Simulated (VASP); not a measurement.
Sn: single point with r2SCAN

The system is Sn.

```
Sn
1.0
    -1.72654    1.77555    2.33834
     1.72654   -1.77555    2.33834
     1.72654    1.77555   -2.33834
Sn
1
Direct
  0.00000 0.00000 0.00000
```

```yaml
Program: VASP 6.6.1
Task: single point
Functional: r2SCAN
Potentials_or_basis: VASP PAW PBE potentials, release 64 (Sn_d)
Cutoff: 520 eV
k_mesh: 11 × 11 × 11
Occupations: fermi-dirac, width 0.05 eV
Spin: no spin polarisation
Dipole_correction: no
Further_INCAR_settings: ALGO = Normal; EDIFF = 1e-07; NBANDS = 13
```

| Quantity | Value |
| --- | --- |
| Pressure | -2.2 GPa |
| Band gap on the k mesh | zero (band 7 reaches 14.92 eV, above the bottom of band 8 at 5.60 eV) |

Stress tensor (GPa, compression positive):
```
-1.62  0.00  0.00
 0.00 -3.09  0.00
 0.00  0.00 -1.90
```

Levels at points of the mesh, in eV from the Fermi level:
| k point | band 3 | band 4 | band 5 | band 6 | band 7 | band 8 | band 9 | band 10 | band 11 | band 12 |
| --- | --- | --- | --- | --- | --- | --- | --- | --- | --- | --- |
| (0.00, 0.00, 0.00) | -22.22 | -22.19 | -22.15 | -11.32 | 7.47 | 7.62 | 8.07 | 11.30 | 11.62 | 12.26 |

It took 3.4 min on 1 thread of AMD EPYC 9R45 96-Core Processor (Zen 5), with other jobs on the host, peak memory 0.19 GiB.

Caveat: the PAW data sets were made with another functional, which shifts forces and pressure a little; spin-orbit coupling is left out, which moves the levels of the heavy elements.
